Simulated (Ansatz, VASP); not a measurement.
Given: the input of a run of VASP 6.6.1 on NiMoIrPdW.

INCAR

```
ALGO     = Normal         # electronic algorithm
EDIFF    = 1E-6           # SCF threshold, eV
ENCUT    = 520            # plane-wave cutoff, eV
GGA      = PE             # functional
ISIF     = 2              # what is computed and relaxed
ISMEAR   = -1             # smearing method
ISPIN    = 2              # spin polarisation
LASPH    = True           # aspherical terms in the spheres
LCHARG   = False          # write CHGCAR
LMAXMIX  = 4              # l up to which the mixer works
LORBIT   = 11             # projections on sites
LREAL    = False          # projectors in reciprocal space
LWAVE    = False          # write WAVECAR
MAGMOM   = 1 1 0 0.6 0    # initial moments
NBANDS   = 40             # bands
NELM     = 150            # most SCF steps
PREC     = Accurate       # precision mode
SIGMA    = 0.05           # smearing width, eV
```

File KPOINTS:

```
k-points
0
Gamma
  8 8 2
```

Contents of POSCAR:

```
NiMoIrPdW
1.0
    2.3601276048     -1.4408596140      0.0091200017
    2.3601276048      1.4408596140      0.0091200017
   -2.2206096973      0.0000000000     10.9960847573
Ni Mo Pd Ir W
1 1 1 1 1
Direct
    0.4983800000      0.4983800000      0.2952500000
    0.3177300000      0.3177300000      0.9120700000
    0.2473300000      0.2473300000      0.4906100000
    0.7498200000      0.7498200000      0.1080200000
    0.6867300000      0.6867300000      0.6940600000
```

Potentials or basis: VASP PAW PBE potentials, release 64 (Ni, Mo_sv, Pd, Ir, W_sv).

The run is started by

```bash
$ cat potpaw_PBE.64/Ni/POTCAR potpaw_PBE.64/Mo_sv/POTCAR potpaw_PBE.64/Pd/POTCAR potpaw_PBE.64/Ir/POTCAR potpaw_PBE.64/W_sv/POTCAR > POTCAR
$ mpirun -np 1 vasp_std > vasp.out
```

Question: Translate it to Ansatz 0.2.0. Potentials there: all-electron LAPW, scalar-relativistic.

Answer: As run (the cutoff follows the program's own potentials):

The input input.yaml:

```yaml
crystal:
  lattice:
    - [2.3601276048, -1.440859614, 0.0091200017]
    - [2.3601276048, 1.440859614, 0.0091200017]
    - [-2.2206096973, 0.0, 10.9960847573]
  atoms:
    - { symbol: Ni, position: [0.49838, 0.49838, 0.29525], spin: 1.0 }
    - { symbol: Mo, position: [0.31773, 0.31773, 0.91207], spin: 1.0 }
    - { symbol: Pd, position: [0.24733, 0.24733, 0.49061] }
    - { symbol: Ir, position: [0.74982, 0.74982, 0.10802], spin: 0.6 }
    - { symbol: W, position: [0.68673, 0.68673, 0.69406] }
kpoints:
  mp_grid: { grid: [8, 8, 2] }
scf:
  occupations: { method: fermi_dirac, width: 0.05 }
hamiltonian:
  xc: pbe
  pseudopotentials: { kind: all_electron, lapw: { basis_error: 0.003 } }
magnetization:
  spin_polarized: true
output:
  forces: true
  stress: true
  eigenvalues: true
```

Potentials or basis: all-electron LAPW, scalar-relativistic.

Launch:

```sh
$ ansatz run input.yaml --threads 8 --pin off --max-ram 24576MiB --backend cpu --events-out ev --progress --plain --runs-dir out
```

Both were run:

|  | VASP | Ansatz | Ansatz less VASP |
| --- | --- | --- | --- |
| gap on the k mesh at the Fermi level (eV) | none | none | - |
| pressure (GPa) | -4.5 | -5.0 | -0.55 |
| traceless stress, the component that is largest in VASP (GPa) | -0.66 | -0.74 | -0.077 |
| rms of the force components (eV/Å) | 0.036 | 0.041 | +0.0052 |
| net moment per atom (μB) | 0.00 | 0.00 | 0.000 |

Atom by atom the forces differ by 0.006 eV/Å (rms over components). A gap of «none» marks a metal or a gap that the smearing closes. Ansatz ran all-electron here, and VASP with PAW potentials.

Spin-orbit coupling is off throughout. Noted on Ansatz's run: the k mesh is thin for a metal, which can move the energy by tens of meV per atom.
